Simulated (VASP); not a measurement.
# RbRu2 (P6/mmm) in VASP: further runs

The runs below take RbRu2 through single point, relaxation of cell and atoms, with PBE.

All numbers are computed with VASP 6.6.1; they aren't measurements. Logs are shortened: lines on timing, memory, paths and dates and some standing lists are left out, and cuts for length are marked.

## 1. The cell of the first run

It takes space group P6/mmm (No. 191, hexagonal). Conventional cell: a = 4.065 Å, b = 4.065 Å, c = 4.389 Å, α = 90.00°, β = 90.00°, γ = 120.00°. Rb (site symmetry 6/mmm) has 12 Ru at 3.21 Å and 6 Rb at 4.06 Å within 4.2 Å. Within 3.1 Å of Ru (site symmetry -6m2) lie 3 Ru at 2.35 Å.

## 2. Single point, PBE

INCAR

```
ALGO     = Fast           # electronic algorithm
EDIFF    = 1E-6           # SCF threshold, eV
ENCUT    = 520            # plane-wave cutoff, eV
GGA      = PE             # functional
ISIF     = 2              # what is computed and relaxed
ISMEAR   = 0              # smearing method
LASPH    = True           # aspherical terms in the spheres
LCHARG   = False          # write CHGCAR
LREAL    = False          # projectors in reciprocal space
LWAVE    = False          # write WAVECAR
NBANDS   = 26             # bands
NELM     = 100            # most SCF steps
PREC     = Accurate       # precision mode
SIGMA    = 0.1            # smearing width, eV
```

KPOINTS

```
k-points
0
Gamma
  6 6 4
```

POSCAR

```
RbRu2
1.0
    4.0647994669      0.0000000000      0.0000000000
   -2.0323997334      3.5202195996      0.0000000000
    0.0000000000      0.0000000000      4.3889030789
Rb Ru
1 2
Direct
    0.0000000000      0.0000000000      0.0000000000
    0.3333333333      0.6666666667      0.5000000000
    0.6666666667      0.3333333333      0.5000000000
```

Potentials or basis: VASP PAW PBE potentials, release 64 (Rb_sv, Ru_pv).

The run is started by

```console
> cat potpaw_PBE.64/Rb_sv/POTCAR potpaw_PBE.64/Ru_pv/POTCAR > POTCAR
> mpirun -np 1 vasp_std > vasp.out
```

OUTCAR:

```text
EDIFF = 1E-6
   ENCUT = 520
   GGA = PE
   ISIF = 2
   ISMEAR = 0
   LASPH = True
   LREAL = False
   NELM = 100
   PREC = Accurate

 ion  position               nearest neighbor table
   1  0.000  0.000  0.000-   2 3.21   3 3.21   2 3.21   3 3.21   2 3.21   2 3.21   3 3.21   3 3.21
                             3 3.21   3 3.21   2 3.21   2 3.21
   2  0.333  0.667  0.500-   3 2.35   3 2.35   3 2.35   1 3.21   1 3.21   1 3.21   1 3.21   1 3.21
                             1 3.21
   3  0.667  0.333  0.500-   2 2.35   2 2.35   2 2.35   1 3.21   1 3.21   1 3.21   1 3.21   1 3.21
                             1 3.21

  LATTYP: Found a hexagonal cell.
 ALAT       =     4.0647994669
 C/A-ratio  =     1.0797342193

  Lattice vectors:

 A1 = (   4.0647994669,   0.0000000000,   0.0000000000)
 A2 = (  -2.0323997334,   3.5202195996,   0.0000000000)
 A3 = (   0.0000000000,   0.0000000000,   4.3889030789)

Analysis of symmetry for initial positions (statically):
=====================================================================
 Subroutine PRICEL returns:
 Original cell was already a primitive cell.

 Routine SETGRP: Setting up the symmetry group for a
 hexagonal supercell.

 Subroutine GETGRP returns: Found 24 space group operations
 (whereof 24 operations were pure point group operations)
 out of a pool of 24 trial point group operations.

The static configuration has the point symmetry D_6h.

Analysis of symmetry for dynamics (positions and initial velocities):
=====================================================================
 Subroutine PRICEL returns:
 Original cell was already a primitive cell.

 Routine SETGRP: Setting up the symmetry group for a
 hexagonal supercell.

 Subroutine GETGRP returns: Found 24 space group operations
 (whereof 24 operations were pure point group operations)
 out of a pool of 24 trial point group operations.

The dynamic configuration has the point symmetry D_6h.

 Subroutine INISYM returns: Found 24 space group operations
 (whereof 24 operations are pure point group operations),
 and found     1 'primitive' translations

----------------------------------------------------------------------------------------

                                     Primitive cell

  volume of cell :      62.8008

  direct lattice vectors                    reciprocal lattice vectors
     4.064799467  0.000000000  0.000000000     0.246014596  0.142036593  0.000000000
    -2.032399733  3.520219600  0.000000000     0.000000000  0.284073187  0.000000000
     0.000000000  0.000000000  4.388903079     0.000000000  0.000000000  0.227847365

  length of vectors
     4.064799467  4.064799467  4.388903079     0.284073187  0.284073187  0.227847365

  position of ions in fractional coordinates (direct lattice)
     0.000000000  0.000000000  0.000000000
     0.333333333  0.666666667  0.500000000
     0.666666667  0.333333333  0.500000000

  ion indices of the primitive-cell ions
   primitive index   ion index
                 1           1
                 2           2
                 3           3

----------------------------------------------------------------------------------------

 KPOINTS: k-points

Automatic generation of k-mesh.
 Grid dimensions read from file:
 generate k-points for:    6    6    4

 Generating k-lattice:

  Cartesian coordinates                     Fractional coordinates (reciprocal lattice)
     0.041002433  0.023672766  0.000000000     0.166666667  0.000000000  0.000000000
     0.000000000  0.047345531  0.000000000     0.000000000  0.166666667  0.000000000
     0.000000000  0.000000000  0.056961841     0.000000000  0.000000000  0.250000000

  Length of vectors
     0.047345531  0.047345531  0.056961841

  Shift w.r.t. Gamma in fractional coordinates (k-lattice)
     0.000000000  0.000000000  0.000000000

 Subroutine IBZKPT returns following result:
 ===========================================

 Found     21 irreducible k-points:

 Following reciprocal coordinates:
            Coordinates               Weight
  0.000000  0.000000  0.000000      1.000000
  0.166667 -0.000000  0.000000      6.000000
  0.333333 -0.000000  0.000000      6.000000
  0.500000  0.000000  0.000000      3.000000
  0.166667  0.166667  0.000000      6.000000
  0.333333  0.166667  0.000000     12.000000
[... 13 lines left out ...]
  0.333333  0.166667  0.500000     12.000000
  0.333333  0.333333  0.500000      2.000000
   k-points           NKPTS =     21   k-points in BZ     NKDIM =     21   number of bands    NBANDS=     26
   number of dos      NEDOS =    301   number of ions     NIONS =      3
   total plane-waves  NPLWV =  32400
   dimension x,y,z NGX =    30 NGY =   30 NGZ =   36
   dimension x,y,z NGXF=    60 NGYF=   60 NGZF=   72
   ions per type =               1   2
   NGX,Y,Z   is equivalent  to a cutoff of  12.27, 12.27, 13.64 a.u.
   NGXF,Y,Z  is equivalent  to a cutoff of  24.54, 24.54, 27.27 a.u.
 SYSTEM =  unknown system
   PREC   = accura    normal or accurate (medium, high low for compatibility)
   ISTART =      0    job   : 0-new  1-cont  2-samecut
   ICHARG =      2    charge: 1-file 2-atom 10-const
   ISPIN  =      1    spin polarized calculation?
   LNONCOLLINEAR =      F non collinear calculations
   LSORBIT =      F    spin-orbit coupling
   LASPH  =      T    aspherical Exc in radial PAW
   ENCUT  =  520.0 eV  38.22 Ry    6.18 a.u.   7.56  7.56  8.16*2*pi/ulx,y,z
   NELM   =    100;   NELMIN=  2; NELMDL= -5     # of ELM steps
   EDIFF  = 0.1E-05   stopping-criterion for ELM
   LREAL  =      F    real-space projection
   EDIFFG = 0.1E-04   stopping-criterion for IOM
   NSW    =      0    number of steps for IOM
   IBRION =     -1    ionic relax: 0-MD 1-quasi-New 2-CG
   NFREE  =      0    steps in history (QN), initial steepest desc. (CG)
   ISIF   =      2    stress and relaxation
   ISYM   =      2    0-nonsym 1-usesym 2-fastsym
   POTIM  = 0.5000    time-step for ionic-motion
   TEBEG  =    0.0;   TEEND  =   0.0 temperature during run
   PSTRESS=    0.0 pullay stress
   NELECT =      37.0000    total number of electrons
   NUPDOWN=      -1.0000    fix difference up-down
   EMIN   =  10.00;   EMAX   =-10.00  energy-range for DOS
   EFERMI =   0.00;   METHOD = LEGACY
   ISMEAR =     0;   SIGMA  =   0.10  broadening in eV -4-tet -1-fermi 0-gaus
   EFERMI_NEDOS =   21; number of points for ismear=-14 and -15
   IALGO  =     68    algorithm
   IMIX   =      4    mixing-type and parameters
     AMIX     =   0.40;   BMIX     =  1.00
     AMIX_MAG =   1.60;   BMIX_MAG =  1.00
  volume/ion in A,a.u.               =      20.93       141.27
  Fermi-wavevector in a.u.,A,eV,Ry     =   1.372420  2.593498 25.627081  1.883537
  Thomas-Fermi vector in A             =   2.498029
   LORBIT       =      0    0 simple, 1 ext, 2 COOP (PROOUT), +10 PAW based schemes
   GGA     = PE    functional components
   LHFCALC =     F    Hartree Fock is set to
   AEXX    =    0.0000 exact exchange contribution
   IVDW    =     0    specifies the selected vdW correction
   LEPSILON=     F    determine dielectric tensor
   LRPA    =     F    only Hartree local field effects (RPA)
 non-spin polarized calculation
 RMM-DIIS sequential band-by-band and
 Gauss-broadening in eV      SIGMA  =   0.10
  energy-cutoff  :      520.00
  volume of cell :       62.80
 maximum number of plane-waves:      1720
   NGX = 15   NGY = 15   NGZ = 17

 number of electron      36.9999992 magnetization

 Free energy of the ion-electron system (eV)
  ---------------------------------------------------
  ext. energy  EPLUGINS =         0.00000000
  ---------------------------------------------------
  free energy    TOTEN  =       -14.90991767 eV

  energy without entropy =      -14.89658459  energy(sigma->0) =      -14.90325113

 E-fermi :   5.9518     XC(G=0): -10.9703

 val. band max:        5.9471488485   @ k =   0.3333  -0.0000   0.2500
 cond. band min:       5.9771407058   @ k =   0.1667  -0.0000   0.2500
 fundamental gap:      0.0299918573
 Fermi energy:         5.9517661113

 k-point     1 :       0.0000    0.0000    0.0000
  band No.  band energies     occupation
      1     -37.3138      2.00000
      2     -37.3138      2.00000
      3     -36.4681      2.00000
      4     -36.1353      2.00000
      5     -36.1076      2.00000
      6     -36.1076      2.00000
[... 18 lines left out ...]
     25      11.1621      0.00000
     26      15.2242      0.00000

 k-point     2 :       0.1667   -0.0000    0.0000
  band No.  band energies     occupation
      1     -37.3408      2.00000
      2     -37.2566      2.00000
      3     -36.4486      2.00000
      4     -36.1675      2.00000
      5     -36.1552      2.00000
      6     -36.0768      2.00000
[... 18 lines left out ...]
     25      11.4505      0.00000
     26      15.2344      0.00000

 k-point     3 :       0.3333   -0.0000    0.0000
  band No.  band energies     occupation
      1     -37.3913      2.00000
      2     -37.1180      2.00000
      3     -36.3984      2.00000
      4     -36.3113      2.00000
      5     -36.2064      2.00000
      6     -36.0188      2.00000
[... 18 lines left out ...]
     25      11.9628      0.00000
     26      15.2204      0.00000

 k-point     4 :       0.5000    0.0000    0.0000
  band No.  band energies     occupation
      1     -37.4150      2.00000
      2     -37.0259      2.00000
      3     -36.4061      2.00000
      4     -36.3580      2.00000
      5     -36.2472      2.00000
      6     -35.9913      2.00000
[... 18 lines left out ...]
     25      12.0200      0.00000
     26      15.2684      0.00000
[... 409 lines left out ...]
      1     -37.3888      2.00000
      2     -37.1412      2.00000
      3     -36.4151      2.00000
      4     -36.2868      2.00000
      5     -36.1925      2.00000
      6     -36.0227      2.00000
[... 18 lines left out ...]
     25      11.5521      0.00000
     26      14.4607      0.00000

 k-point    20 :       0.3333    0.1667    0.5000
  band No.  band energies     occupation
      1     -37.4375      2.00000
      2     -36.9671      2.00000
      3     -36.4651      2.00000
      4     -36.3597      2.00000
      5     -36.2485      2.00000
      6     -35.9680      2.00000
[... 18 lines left out ...]
     25      10.1940      0.00000
     26      15.0814      0.00000

 k-point    21 :       0.3333    0.3333    0.5000
  band No.  band energies     occupation
      1     -37.4680      2.00000
      2     -36.7171      2.00000
      3     -36.7171      2.00000
      4     -36.3042      2.00000
      5     -36.3042      2.00000
      6     -35.9348      2.00000
[... 18 lines left out ...]
     25       9.8308      0.00000
     26      14.9020      0.00000

------------------------ aborting loop because EDIFF is reached ----------------------------------------

  FORCE on cell =-STRESS in cart. coord.  units (eV):
  Direction    XX          YY          ZZ          XY          YZ          ZX
  --------------------------------------------------------------------------------------
  -------------------------------------------------------------------------------------
  Total        4.3180526      4.3180526      8.9161566      0.0000000      0.0000000      0.0000000
  in kB      110.1624644    110.1624644    227.4696179      0.0000000      0.0000000      0.0000000
  external PRESSURE =     149.2648489 kB  Pullay stress =       0.0000000 kB

 VOLUME and BASIS-vectors are now :
 -----------------------------------------------------------------------------
  energy-cutoff  :      520.00
  volume of cell :       62.80
      direct lattice vectors                 reciprocal lattice vectors
     4.064799467  0.000000000  0.000000000     0.246014596  0.142036593  0.000000000
    -2.032399733  3.520219600  0.000000000     0.000000000  0.284073187  0.000000000
     0.000000000  0.000000000  4.388903079     0.000000000  0.000000000  0.227847365

 POSITION                                       TOTAL-FORCE (eV/Angst)
 -----------------------------------------------------------------------------------
      0.00000      0.00000      0.00000        -0.000000      0.000000      0.000000
     -0.00000      2.34681      2.19445         0.000000     -0.000000      0.000000
      2.03240      1.17341      2.19445        -0.000000      0.000000      0.000000
 -----------------------------------------------------------------------------------
    total drift:                                0.000000     -0.000000      0.000000

  FREE ENERGIE OF THE ION-ELECTRON SYSTEM (eV)
  ---------------------------------------------------
  free  energy   TOTEN  =       -14.9099176711 eV

  energy  without entropy=      -14.8965845859  energy(sigma->0) =      -14.90325113
```

It took 18 s on 1 thread of Intel Xeon 6975P-C (Granite Rapids), shared host; peak memory 0.19 GiB.

Results:

```yaml
Free_energy: -14.9099 eV
Pressure: 14.9 GPa
```

Stress tensor (GPa, compression positive):
```
11.02  0.00  0.00
 0.00 11.02  0.00
 0.00  0.00 22.75
```

## 3. Single point, PBE

This run uses another cell than the first one, of 28.10 Å³/atom, 1.342 times its volume.

INCAR

```
ALGO = Normal
EDIFF = 1E-7
ENCUT = 520
GGA = PE
ISIF = 2
ISMEAR = 0
LASPH = T
LCHARG = T
LELF = T
LREAL = F
LVHAR = T
LWAVE = F
NBANDS = 26
NELM = 60
PREC = Accurate
SIGMA = 0.1
```

KPOINTS is that of step 2.

POSCAR

```
RbRu2
1.0
    4.0336272149      0.0000000000      0.0000000000
   -2.0168136074      3.4932236375      0.0000000000
    0.0000000000      0.0000000000      5.9834675766
Rb Ru
1 2
Direct
    0.0000000000      0.0000000000      0.0000000000
    0.3333333333      0.6666666667      0.5000000000
    0.6666666667      0.3333333333      0.5000000000
```

Potentials or basis: VASP PAW PBE potentials, release 64 (Rb_sv, Ru_pv).

The run is started by

```console
> cat potpaw_PBE.64/Rb_sv/POTCAR potpaw_PBE.64/Ru_pv/POTCAR > POTCAR
> mpirun -np 1 vasp_std > vasp.out
```

Wall time 22 s (1 thread of Intel Xeon 6975P-C (Granite Rapids), shared host); peak memory 0.21 GiB.

Results (log left out):

* Free energy: -16.3504 eV
* Pressure: 0.2 GPa

Levels at points of the mesh, in eV from the Fermi level:
| k point | band 16 | band 17 | band 18 | band 19 | band 20 | band 21 | band 22 | band 23 |
| --- | --- | --- | --- | --- | --- | --- | --- | --- |
| (0.00, 0.00, 0.00) | -1.91 | -1.89 | -1.89 | 0.30 | 0.30 | 0.49 | 1.58 | 2.72 |
| (0.50, 0.00, 0.00) | -1.11 | -0.96 | -0.74 | -0.36 | 1.10 | 1.42 | 3.21 | 3.22 |
| (0.00, 0.00, 0.50) | -1.91 | -1.90 | -1.90 | -0.80 | 0.36 | 0.36 | 0.53 | 4.11 |
| (0.50, 0.00, 0.50) | -1.46 | -0.79 | -0.55 | 0.36 | 1.09 | 1.42 | 2.72 | 3.07 |

## 4. Relaxation of cell and atoms, PBE

INCAR

```
ALGO = Normal
EDIFF = 1E-6
EDIFFG = -0.04
ENCUT = 600
GGA = PE
IBRION = 2
ISIF = 3
ISMEAR = 0
LASPH = T
LCHARG = F
LREAL = F
LWAVE = F
NELM = 60
NSW = 90
PREC = Accurate
SIGMA = 0.1
```

KPOINTS is that of step 3.

POSCAR

```
RbRu2
1.0
    4.0647994669      0.0000000000      0.0000000000
   -2.0323997334      3.5202195996      0.0000000000
    0.0000000000      0.0000000000      4.3889030789
Rb Ru
1 2
Direct
    0.0000000000      0.0000000000      0.0000000000
    0.3333333333      0.6666666667      0.5000000000
    0.6666666667      0.3333333333      0.5000000000
```

The run is started by

```console
> cat potpaw_PBE.64/Rb_sv/POTCAR potpaw_PBE.64/Ru_pv/POTCAR > POTCAR
> mpirun -np 1 vasp_std > vasp.out
```

Wall time 98 s (1 thread of Intel Xeon 6975P-C (Granite Rapids), shared host); peak memory 0.21 GiB.

Results (log left out):

```
Free energy                            : -16.3293 eV
Relaxed volume                         : 28.10 Å³/atom
Relaxed cell                           : a = 4.036 Å, b = 4.036 Å, c = 5.975 Å, α = 90.00°, β = 90.00°, γ = 120.00°
Space group after relaxing (to 0.05 Å) : P6/mmm (No. 191)
Energy gained by relaxing              : 473.2 meV/atom
Ionic steps                            : 9
Pressure after relaxing                : 0.0 GPa
```

Stress tensor (GPa, compression positive):
```
 0.07  0.00  0.00
 0.00  0.07  0.00
 0.00  0.00 -0.06
```

The path:
```tsv
step	energy change (eV)	largest force (eV/Å)	pressure (GPa)	volume (Å³)
1	0.0000	0.0000	14.92	62.80
2	-0.6025	0.0000	-5.57	82.11
3	-0.6460	0.0000	-2.71	77.25
4	-1.2671	0.0000	-1.28	80.77
5	-1.3949	0.0000	2.18	83.16
6	-1.4150	0.0000	1.00	82.61
7	-1.4148	0.0000	1.14	82.68
8	-1.4157	0.0000	-0.90	85.80
9	-1.4197	0.0000	0.02	84.30
```

Final structure:
```
CELL_PARAMETERS angstrom
4.03609 0.00000 0.00000
-2.01805 3.49536 0.00000
0.00000 0.00000 5.97537
ATOMIC_POSITIONS crystal
Rb 0.00000 0.00000 0.00000
Ru 0.33333 0.66667 0.50000
Ru 0.66667 0.33333 0.50000
```

Levels at points of the mesh, in eV from the Fermi level:
```
           k point  band 17  band 18  band 19  band 20  band 21  band 22
(0.00, 0.00, 0.00)    -1.88    -1.88     0.30     0.30     0.49     1.59
(0.50, 0.00, 0.00)    -0.96    -0.74    -0.36     1.09     1.42     3.22
(0.00, 0.00, 0.50)    -1.90    -1.90    -0.79     0.36     0.36     0.53
(0.50, 0.00, 0.50)    -0.79    -0.55     0.36     1.09     1.42     3.07
```

Caveat: the volume moved by over 15 % at a fixed basis, so the end points are rough.

## 5. Single point, PBE

This run uses another cell than the first one, of 28.27 Å³/atom, 1.350 times its volume.

INCAR

```
SYSTEM = RbRu2
  PREC = Accurate
  ENCUT = 520
  EDIFF = 1E-6
  ISMEAR = 0
  SIGMA = 0.1
  LREAL = .False.
  LASPH = .True.
  NELM = 100
  ALGO = Fast
  ISIF = 2
  LWAVE = .False.
  LCHARG = .False.
  GGA = PE
  NBANDS = 26
```

KPOINTS

```
regular mesh
0
Gamma
  12 12 8
  0 0 0
```

POSCAR

```
RbRu2
1.0
    4.0339477976      0.0000000000      0.0000000000
   -2.0169738988      3.4935012702      0.0000000000
    0.0000000000      0.0000000000      6.0177870846
Rb Ru
1 2
Direct
    0.0000000000      0.0000000000      0.0000000000
    0.3333333333      0.6666666667      0.5000000000
    0.6666666667      0.3333333333      0.5000000000
```

The run is started by

```console
> cat potpaw_PBE.64/Rb_sv/POTCAR potpaw_PBE.64/Ru_pv/POTCAR > POTCAR
> mpirun -np 1 vasp_std > vasp.out
```

It took 2 min on 1 thread of Intel Xeon 6975P-C (Granite Rapids), shared host; peak memory 0.32 GiB.

Results (log left out):

```yaml
Free_energy: -16.3432 eV
Pressure: 0.1 GPa
```

Stress tensor (GPa, compression positive):
```
 0.20  0.00  0.00
 0.00  0.20  0.00
 0.00  0.00 -0.01
```

Levels at points of the mesh, in eV from the Fermi level:
| k point | band 15 | band 16 | band 17 | band 18 | band 19 | band 20 | band 21 | band 22 |
| --- | --- | --- | --- | --- | --- | --- | --- | --- |
| (0.00, 0.00, 0.00) | -1.86 | -1.86 | -1.84 | -1.84 | 0.32 | 0.32 | 0.50 | 1.55 |
| (0.50, 0.00, 0.00) | -2.64 | -1.10 | -0.94 | -0.73 | -0.33 | 1.11 | 1.47 | 3.20 |
| (0.00, 0.00, 0.50) | -1.87 | -1.87 | -1.86 | -1.86 | -0.79 | 0.38 | 0.38 | 0.54 |
| (0.50, 0.00, 0.50) | -2.71 | -1.44 | -0.77 | -0.54 | 0.38 | 1.11 | 1.47 | 2.72 |

## 6. Summary

```csv
task,cell,k mesh,cutoff (eV),gap on the mesh (eV),pressure (GPa)
single point,"a = 4.065, b = 4.065, c = 4.389 Å, angles 90.0, 90.0, 120.0°, 3 atoms",6 × 6 × 4,520,none,14.9
single point,"a = 4.034, b = 4.034, c = 5.983 Å, angles 90.0, 90.0, 120.0°, 3 atoms",6 × 6 × 4,520,none,0.2
relaxation of cell and atoms,"relaxed from a = 4.065, b = 4.065, c = 4.389 Å, angles 90.0, 90.0, 120.0°, 3 atoms",6 × 6 × 4,600,none,0.0
single point,"a = 4.034, b = 4.034, c = 6.018 Å, angles 90.0, 90.0, 120.0°, 3 atoms",12 × 12 × 8,520,none,0.1
```

Alike in all rows: level PBE; potentials or basis VASP PAW PBE potentials, release 64 (Rb_sv, Ru_pv); no spin polarisation; smearing gaussian 0.1 eV.

Caveats: the volume moved by over 15 % at a fixed basis, so the end points are rough (some runs).

Total energies depend on the potentials used, so only differences within one code and one set of settings carry meaning.
